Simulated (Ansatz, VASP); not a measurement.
## CsI in VASP and in Ansatz

```
CELL_PARAMETERS angstrom
4.69942 0.00000 0.00000
0.00000 4.69942 0.00000
0.00000 0.00000 4.69942
ATOMIC_POSITIONS crystal
Cs 0.00000 0.00000 0.00000
I 0.50000 0.50000 0.50000
```

Alike in both runs: task relaxation of the atoms; functional r2SCAN; k mesh 6 × 6 × 6; occupations fermi-dirac, width 0.02 eV; no spin polarisation.

|  | VASP | Ansatz |
| --- | --- | --- |
| version | VASP 6.6.1 | Ansatz 0.2.0 |
| potentials or method | VASP PAW PBE potentials, release 64 (Cs_sv, I), cutoff 500 eV | PAW plane waves |
| valence electrons in the cell | 16 | 26 |

Ansatz gave:

```
gap on the k mesh at the Fermi level, each at its own relaxed structure (eV) : 4.31
```

Which values does VASP return?

gap on the k mesh at the Fermi level, each at its own relaxed structure (eV): 4.30.

VASP's potentials were made for PBE, not for r2SCAN. VASP's potentials hold 16 valence electrons a cell and Ansatz's 26, so a difference there can come from the potentials and not from the codes. Ansatz's warnings: stress scf threshold loose.

Spin-orbit coupling is off throughout. Noted on VASP's run: the relaxation stopped at its first step, so nothing moved.
